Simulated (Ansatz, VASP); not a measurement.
## One calculation of TiO2, two programs

```
CELL_PARAMETERS angstrom
4.50212 0.00000 0.00000
0.00000 4.50212 0.00000
0.00000 0.00000 2.95900
ATOMIC_POSITIONS crystal
Ti 0.00000 0.00000 0.00000
Ti 0.50000 0.50000 0.50000
O 0.30600 0.30600 0.00000
O 0.19400 0.80600 0.50000
O 0.69400 0.69400 0.00000
O 0.80600 0.19400 0.50000
```

Change from the starting cell: equal xx and yy strain of -2 %.

Alike in both runs: task single point; functional LDA; k mesh 7 × 7 × 10; occupations fermi-dirac, width 0.05 eV; no spin polarisation.

|  | VASP | Ansatz |
| --- | --- | --- |
| version | VASP 6.6.1 | Ansatz 0.2.0 |
| potentials or method | VASP PAW LDA potentials, release 64 (Ti_sv, O), cutoff 520 eV | all-electron LAPW, scalar-relativistic |

VASP gave:

| Item | Value |
| --- | --- |
| gap on the k mesh at the Fermi level (eV) | 1.88 |
| pressure (GPa) | 2.5 |
| traceless stress, the component that is largest in VASP (GPa) | -3.81 |
| rms of the force components (eV/Å) | 0.150 |

Task: What did Ansatz give for the same quantities?

Result: gap on the k mesh at the Fermi level (eV): 1.90; pressure (GPa): 1.4; traceless stress, the component that is largest in VASP (GPa): -4.08; rms of the force components (eV/Å): 0.136.

LDA's correlation is that of Perdew and Zunger in VASP and of Perdew and Wang (1992) in Ansatz. Atom by atom the forces differ by 0.014 eV/Å (rms over components). Ansatz ran all-electron here, and VASP with PAW potentials.
